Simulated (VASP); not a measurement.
# AlRu (CsCl type) in VASP: further runs

The runs below take AlRu (CsCl type) through single point, with PBE, HSE06.

Program: VASP 6.6.1. These are calculated values, not measurements. Logs are shortened: lines on timing, memory, paths and dates and some standing lists are left out, and cuts for length are marked.

### 1 The cell of the first run

It takes space group P4mm (No. 99, tetragonal). Conventional cell: a = 3.000 Å, b = 3.000 Å, c = 3.000 Å, α = 90.00°, β = 90.00°, γ = 90.00°. Ru (site symmetry 4mm) has 8 Al at 2.59 to 2.61 Å and 6 Ru at 3.00 Å within 3.4 Å. Al (site symmetry 4mm) has 8 Ru at 2.59 to 2.61 Å and 6 Al at 3.00 Å within 3.4 Å.

### 2 Single point, PBE

INCAR reads:

```
PREC = Accurate
ENCUT = 520
EDIFF = 1E-6
ISMEAR = -1
SIGMA = 0.1
LREAL = F
LASPH = T
NELM = 100
ALGO = Normal
ISIF = 2
LWAVE = F
LCHARG = T
GGA = PE
LELF = T
LVHAR = T
NBANDS = 16
```

KPOINTS reads:

```
Automatic mesh
0
Gamma
  8 8 8
```

POSCAR reads:

```
AlRu
1.0
    3.0000000000      0.0000000000      0.0000000000
    0.0000000000      3.0000000000      0.0000000000
    0.0000000000      0.0000000000      3.0000000000
Ru Al
1 1
Direct
    0.0066666667      0.0000000000      0.0000000000
    0.5000000000      0.5000000000      0.5000000000
```

Potentials or basis: VASP PAW PBE potentials, release 64 (Ru_pv, Al).

On the command line:

```console
cat potpaw_PBE.64/Ru_pv/POTCAR potpaw_PBE.64/Al/POTCAR > POTCAR
mpirun -np 1 vasp_std > vasp.out
```

OUTCAR:

```text
PREC = Accurate
   ENCUT = 520
   EDIFF = 1E-6
   ISMEAR = -1
   LREAL = F
   LASPH = T
   NELM = 100
   ISIF = 2
   GGA = PE

 ion  position               nearest neighbor table
   1  0.007  0.000  0.000-   2 2.59   2 2.59   2 2.59   2 2.59   2 2.61   2 2.61   2 2.61   2 2.61

   2  0.500  0.500  0.500-   1 2.59   1 2.59   1 2.59   1 2.59   1 2.61   1 2.61   1 2.61   1 2.61

  LATTYP: Found a simple cubic cell.
 ALAT       =     3.0000000000

  Lattice vectors:

 A1 = (   3.0000000000,   0.0000000000,   0.0000000000)
 A2 = (   0.0000000000,   3.0000000000,   0.0000000000)
 A3 = (   0.0000000000,   0.0000000000,   3.0000000000)

Analysis of symmetry for initial positions (statically):
=====================================================================
 Subroutine PRICEL returns:
 Original cell was already a primitive cell.

 Routine SETGRP: Setting up the symmetry group for a
 simple cubic supercell.

 Subroutine GETGRP returns: Found  8 space group operations
 (whereof  8 operations were pure point group operations)
 out of a pool of 48 trial point group operations.

The static configuration has the point symmetry C_4v.

Analysis of symmetry for dynamics (positions and initial velocities):
=====================================================================
 Subroutine PRICEL returns:
 Original cell was already a primitive cell.

 Routine SETGRP: Setting up the symmetry group for a
 simple cubic supercell.

 Subroutine GETGRP returns: Found  8 space group operations
 (whereof  8 operations were pure point group operations)
 out of a pool of 48 trial point group operations.

The dynamic configuration has the point symmetry C_4v.

 Subroutine INISYM returns: Found  8 space group operations
 (whereof  8 operations are pure point group operations),
 and found     1 'primitive' translations

----------------------------------------------------------------------------------------

                                     Primitive cell

  volume of cell :      27.0000

  direct lattice vectors                    reciprocal lattice vectors
     3.000000000  0.000000000  0.000000000     0.333333333  0.000000000  0.000000000
     0.000000000  3.000000000  0.000000000     0.000000000  0.333333333  0.000000000
     0.000000000  0.000000000  3.000000000     0.000000000  0.000000000  0.333333333

  length of vectors
     3.000000000  3.000000000  3.000000000     0.333333333  0.333333333  0.333333333

[... 73 lines left out ...]
   ICHARG =      2    charge: 1-file 2-atom 10-const
   ISPIN  =      1    spin polarized calculation?
   LNONCOLLINEAR =      F non collinear calculations
   LSORBIT =      F    spin-orbit coupling
   LASPH  =      T    aspherical Exc in radial PAW
   ENCUT  =  520.0 eV  38.22 Ry    6.18 a.u.   5.58  5.58  5.58*2*pi/ulx,y,z
   NELM   =    100;   NELMIN=  2; NELMDL= -5     # of ELM steps
   EDIFF  = 0.1E-05   stopping-criterion for ELM
   LREAL  =      F    real-space projection
   EDIFFG = 0.1E-04   stopping-criterion for IOM
   NSW    =      0    number of steps for IOM
   IBRION =     -1    ionic relax: 0-MD 1-quasi-New 2-CG
   NFREE  =      0    steps in history (QN), initial steepest desc. (CG)
   ISIF   =      2    stress and relaxation
   ISYM   =      2    0-nonsym 1-usesym 2-fastsym
   POTIM  = 0.5000    time-step for ionic-motion
   TEBEG  =    0.0;   TEEND  =   0.0 temperature during run
   PSTRESS=    0.0 pullay stress
   NELECT =      17.0000    total number of electrons
   NUPDOWN=      -1.0000    fix difference up-down
   EMIN   =  10.00;   EMAX   =-10.00  energy-range for DOS
   EFERMI =   0.00;   METHOD = LEGACY
   ISMEAR =    -1;   SIGMA  =   0.10  broadening in eV -4-tet -1-fermi 0-gaus
   EFERMI_NEDOS =   21; number of points for ismear=-14 and -15
   IALGO  =     38    algorithm
   IMIX   =      4    mixing-type and parameters
     AMIX     =   0.40;   BMIX     =  1.00
     AMIX_MAG =   1.60;   BMIX_MAG =  1.00
  volume/ion in A,a.u.               =      13.50        91.10
  Fermi-wavevector in a.u.,A,eV,Ry     =   1.403147  2.651564 26.787448  1.968822
  Thomas-Fermi vector in A             =   2.525838
   LORBIT       =      0    0 simple, 1 ext, 2 COOP (PROOUT), +10 PAW based schemes
   GGA     = PE    functional components
   LHFCALC =     F    Hartree Fock is set to
   AEXX    =    0.0000 exact exchange contribution
   IVDW    =     0    specifies the selected vdW correction
   LEPSILON=     F    determine dielectric tensor
   LRPA    =     F    only Hartree local field effects (RPA)
 non-spin polarized calculation
  energy-cutoff  :      520.00
  volume of cell :       27.00
 maximum number of plane-waves:       743
 NGX is ok and might be reduce to    24
   NGX = 11   NGY = 11   NGZ = 11

 number of electron      16.9999998 magnetization

 Free energy of the ion-electron system (eV)
  ---------------------------------------------------
  ext. energy  EPLUGINS =         0.00000000
  ---------------------------------------------------
  free energy    TOTEN  =       -14.25539063 eV

  energy without entropy =      -14.19101380  energy(sigma->0) =      -14.22320221

 E-fermi :  10.6440     XC(G=0): -12.5217

 val. band max:       10.6111024482   @ k =   0.0000   0.2500   0.1250
 cond. band min:      10.7001271670   @ k =   0.5000   0.3750   0.2500
 fundamental gap:      0.0890247188
 Fermi energy:        10.6440486104

 k-point     1 :       0.0000    0.0000    0.0000
  band No.  band energies     occupation
      1     -31.1492      2.00000
      2     -31.1492      2.00000
      3     -31.1492      2.00000
      4       0.9730      2.00000
      5       7.0837      2.00000
      6       7.0840      2.00000
[... 433 lines left out ...]
      3     -31.1257      2.00000
      4       4.1350      2.00000
      5       6.6164      2.00000
      6       8.2675      2.00000
[... 8 lines left out ...]
     15      22.7632      0.00000
     16      24.8171      0.00000

 [... further k-points ...]
[... 5 lines left out ...]
  --------------------------------------------------------------------------------------
  -------------------------------------------------------------------------------------
  Total        0.2199159      0.2256165      0.2256165      0.0000000      0.0000000      0.0000000
  in kB       13.0497898     13.3880611     13.3880611      0.0000000      0.0000000      0.0000000
  external PRESSURE =      13.2753040 kB  Pullay stress =       0.0000000 kB

 VOLUME and BASIS-vectors are now :
 -----------------------------------------------------------------------------
  energy-cutoff  :      520.00
  volume of cell :       27.00
      direct lattice vectors                 reciprocal lattice vectors
     3.000000000  0.000000000  0.000000000     0.333333333  0.000000000  0.000000000
     0.000000000  3.000000000  0.000000000     0.000000000  0.333333333  0.000000000
     0.000000000  0.000000000  3.000000000     0.000000000  0.000000000  0.333333333

 POSITION                                       TOTAL-FORCE (eV/Angst)
 -----------------------------------------------------------------------------------
      0.02000      0.00000      0.00000        -0.150712     -0.000000      0.000000
      1.50000      1.50000      1.50000         0.150712      0.000000     -0.000000
 -----------------------------------------------------------------------------------
    total drift:                                0.000213      0.000000      0.000001

  FREE ENERGIE OF THE ION-ELECTRON SYSTEM (eV)
  ---------------------------------------------------
  free  energy   TOTEN  =       -14.2553906329 eV

  energy  without entropy=      -14.1910137957  energy(sigma->0) =      -14.22320221
```

Run time: 24 s. Hardware: 1 thread of Intel Xeon Platinum 8259CL at 2.50GHz (Skylake/Cascade Lake), shared host; peak memory 0.16 GiB.

Results:

```yaml
Free_energy: -14.2554 eV
Pressure: 1.3 GPa
Largest_force: 0.151 eV/Å
Band_gap_on_the_k_mesh: zero (an odd number of electrons rules out a gap without spin polarisation)
```

Forces in eV/Å, atoms in the order of the input:
```
Ru  -0.151  0.000  0.000
Al   0.151  0.000  0.000
```

Levels at points of the mesh, in eV from the Fermi level:
```csv
k point,band 7,band 8,band 9,band 10,band 11,band 12
"(0.00, 0.00, 0.00)",0.14,0.14,0.14,5.99,5.99,5.99
"(0.50, 0.00, 0.00)",-1.62,-1.62,0.39,2.23,7.41,10.94
"(0.00, 0.50, 0.00)",-1.62,-1.62,0.39,2.22,7.40,10.94
"(0.50, 0.50, 0.00)",-1.40,-1.19,-1.19,1.48,5.22,6.11
"(0.00, 0.50, 0.50)",-1.41,-1.18,-1.18,1.48,5.22,6.11
"(0.50, 0.50, 0.50)",1.57,1.57,2.48,4.07,4.07,4.07
```

### 3 Single point, PBE

INCAR reads:

```
SYSTEM = AlRu
ALGO = Normal ; EDIFF = 1E-7
ENCUT = 520 ; GGA = PE
ISIF = 2 ; ISMEAR = -1
LASPH = .TRUE. ; LCHARG = .FALSE.
LREAL = .FALSE. ; LWAVE = .FALSE.
NBANDS = 16 ; NELM = 80
PREC = Accurate ; SIGMA = 0.1
```

KPOINTS reads:

```
k-points
0
G
  8 8 8
  0 0 0
```

POSCAR is that of step 2.

Potentials or basis: VASP PAW PBE potentials, release 64 (Ru_pv, Al).

On the command line:

```console
cat potpaw_PBE.64/Ru_pv/POTCAR potpaw_PBE.64/Al/POTCAR > POTCAR
mpirun -np 1 vasp_std > vasp.out
```

It took 23 s on 1 thread of Intel Xeon Platinum 8259CL at 2.50GHz (Skylake/Cascade Lake), shared host; peak memory 0.16 GiB.

Results (log left out):

- Free energy: -14.2554 eV
- Pressure: 1.3 GPa
- Largest force: 0.151 eV/Å
- Band gap on the k mesh: zero (an odd number of electrons rules out a gap without spin polarisation)

Forces in eV/Å, atoms in the order of the input:
```
Ru  -0.151  0.000  0.000
Al   0.151  0.000  0.000
```

Levels at points of the mesh, in eV from the Fermi level:
| k point | band 6 | band 7 | band 8 | band 9 | band 10 | band 11 | band 12 | band 13 |
| --- | --- | --- | --- | --- | --- | --- | --- | --- |
| (0.00, 0.00, 0.00) | -3.56 | 0.14 | 0.14 | 0.14 | 5.99 | 5.99 | 5.99 | 10.88 |
| (0.50, 0.00, 0.00) | -2.77 | -1.62 | -1.62 | 0.39 | 2.23 | 7.41 | 10.94 | 10.94 |
| (0.00, 0.50, 0.00) | -2.77 | -1.62 | -1.62 | 0.39 | 2.22 | 7.40 | 10.94 | 10.95 |
| (0.50, 0.50, 0.00) | -1.41 | -1.40 | -1.19 | -1.19 | 1.48 | 5.22 | 6.11 | 10.48 |
| (0.00, 0.50, 0.50) | -1.41 | -1.41 | -1.18 | -1.18 | 1.48 | 5.22 | 6.11 | 10.49 |
| (0.50, 0.50, 0.50) | -4.63 | 1.57 | 1.57 | 2.48 | 4.07 | 4.07 | 4.07 | 8.42 |

### 4 Single point, HSE06

This run uses another cell than the first one, of 12.42 Å³/atom.

POSCAR reads:

```
AlRu
1.0
    2.9177664787      0.0000000000      0.0000000000
    0.0000000000      2.9177664787      0.0000000000
    0.0000000000      0.0000000000      2.9177664787
Ru Al
1 1
Direct
    0.0000000000      0.0000000000      0.0000000000
    0.5000000000      0.5000000000      0.5000000000
```

INCAR.step1 reads:

```
SYSTEM = AlRu
ALGO = Normal
EDIFF = 1E-5
ENCUT = 520
GGA = PE
ISIF = 2
ISMEAR = -1
LASPH = .TRUE.
LCHARG = .FALSE.
LREAL = .FALSE.
LWAVE = .TRUE.
NBANDS = 16
NELM = 60
PREC = Accurate
SIGMA = 0.1
```

INCAR.step2 reads:

```
SYSTEM = AlRu
ALGO = Normal
EDIFF = 1E-7
ENCUT = 520
GGA = PE
HFSCREEN = 0.2079
ISIF = 2
ISMEAR = -1
ISTART = 1
LASPH = .TRUE.
LCHARG = .FALSE.
LHFCALC = .TRUE.
LREAL = .FALSE.
LWAVE = .FALSE.
NBANDS = 16
NELM = 60
PREC = Accurate
PRECFOCK = Normal
SIGMA = 0.1
```

KPOINTS reads:

```
k-points
0
G
  4 4 4
  0 0 0
```

Potentials or basis: VASP PAW PBE potentials, release 64 (Ru_pv, Al).

On the command line:

```console
cat potpaw_PBE.64/Ru_pv/POTCAR potpaw_PBE.64/Al/POTCAR > POTCAR
cp INCAR.step1 INCAR
mpirun -np 1 vasp_std > vasp.out
cp INCAR.step2 INCAR
mpirun -np 1 vasp_std > vasp.out
```

OUTCAR:

```text
SYSTEM = AlRu
   EDIFF = 1E-7
   ENCUT = 520
   GGA = PE
   HFSCREEN = 0.2079
   ISIF = 2
   ISMEAR = -1
   ISTART = 1
   LASPH = .TRUE.
   LHFCALC = .TRUE.
   LREAL = .FALSE.
   NELM = 60
   PREC = Accurate
   PRECFOCK = Normal

 ion  position               nearest neighbor table
   1  0.000  0.000  0.000-   2 2.53   2 2.53   2 2.53   2 2.53   2 2.53   2 2.53   2 2.53   2 2.53

   2  0.500  0.500  0.500-   1 2.53   1 2.53   1 2.53   1 2.53   1 2.53   1 2.53   1 2.53   1 2.53

  LATTYP: Found a simple cubic cell.
 ALAT       =     2.9177664787

  Lattice vectors:

 A1 = (   2.9177664787,   0.0000000000,   0.0000000000)
 A2 = (   0.0000000000,   2.9177664787,   0.0000000000)
 A3 = (   0.0000000000,   0.0000000000,   2.9177664787)

Analysis of symmetry for initial positions (statically):
=====================================================================
 Subroutine PRICEL returns:
 Original cell was already a primitive cell.

 Routine SETGRP: Setting up the symmetry group for a
 simple cubic supercell.

[... 155 lines left out ...]
  free energy    TOTEN  =       -16.90917292 eV

  energy without entropy =      -16.88964659  energy(sigma->0) =      -16.89940975

 E-fermi :  11.6153     XC(G=0): -10.5483

 val. band max:       11.5661296649   @ k =   0.2500   0.0000   0.0000
 cond. band min:      11.7723304445   @ k =   0.5000   0.0000   0.0000
 fundamental gap:      0.2062007796
 Fermi energy:        11.6153224770

 k-point     1 :       0.0000    0.0000    0.0000
  band No.  band energies     occupation
      1     -33.0685      2.00000
      2     -33.0685      2.00000
      3     -33.0685      2.00000
      4       0.1699      2.00000
      5       6.9405      2.00000
      6       6.9405      2.00000
[... 167 lines left out ...]
      3     -33.3369      2.00000
      4       5.5405      2.00000
      5       5.5405      2.00000
      6       5.5405      2.00000
[... 8 lines left out ...]
     15      21.8344      0.00000
     16      25.9916      0.00000

------------------------ aborting loop because EDIFF is reached ----------------------------------------

  FORCE on cell =-STRESS in cart. coord.  units (eV):
  Direction    XX          YY          ZZ          XY          YZ          ZX
  --------------------------------------------------------------------------------------
  -------------------------------------------------------------------------------------
  Total        1.6778452      1.6778452      1.6778452      0.0000000     -0.0000000      0.0000000
  in kB      108.2208372    108.2208372    108.2208372      0.0000000     -0.0000000      0.0000000
  external PRESSURE =     108.2208372 kB  Pullay stress =       0.0000000 kB

 VOLUME and BASIS-vectors are now :
 -----------------------------------------------------------------------------
  energy-cutoff  :      520.00
  volume of cell :       24.84
      direct lattice vectors                 reciprocal lattice vectors
     2.917766479  0.000000000  0.000000000     0.342727908  0.000000000  0.000000000
     0.000000000  2.917766479  0.000000000     0.000000000  0.342727908  0.000000000
     0.000000000  0.000000000  2.917766479     0.000000000  0.000000000  0.342727908

 POSITION                                       TOTAL-FORCE (eV/Angst)
 -----------------------------------------------------------------------------------
      0.00000      0.00000      0.00000         0.000000      0.000000      0.000000
      1.45888      1.45888      1.45888         0.000000      0.000000      0.000000
 -----------------------------------------------------------------------------------
    total drift:                               -0.000019     -0.000019     -0.000019

  FREE ENERGIE OF THE ION-ELECTRON SYSTEM (eV)
  ---------------------------------------------------
  free  energy   TOTEN  =       -16.9091729235 eV

  energy  without entropy=      -16.8896465852  energy(sigma->0) =      -16.89940975
```

It took 7.4 min on 1 thread of Intel Xeon Platinum 8259CL at 2.50GHz (Skylake/Cascade Lake), shared host; peak memory 0.25 GiB.

Results:

```yaml
Free_energy: -16.9092 eV
Pressure: 10.8 GPa
Band_gap_on_the_k_mesh: zero (an odd number of electrons rules out a gap without spin polarisation)
```

Caveat: the k points lie up to 0.54 Å⁻¹ apart, too coarse for converged energies and pressures of a metal; the PAW data sets were made with another functional, which shifts forces and pressure a little.

(Part 1 of 2 ends here.)

The gap in the log of VASP goes by the Fermi energy; the results here count the filled bands.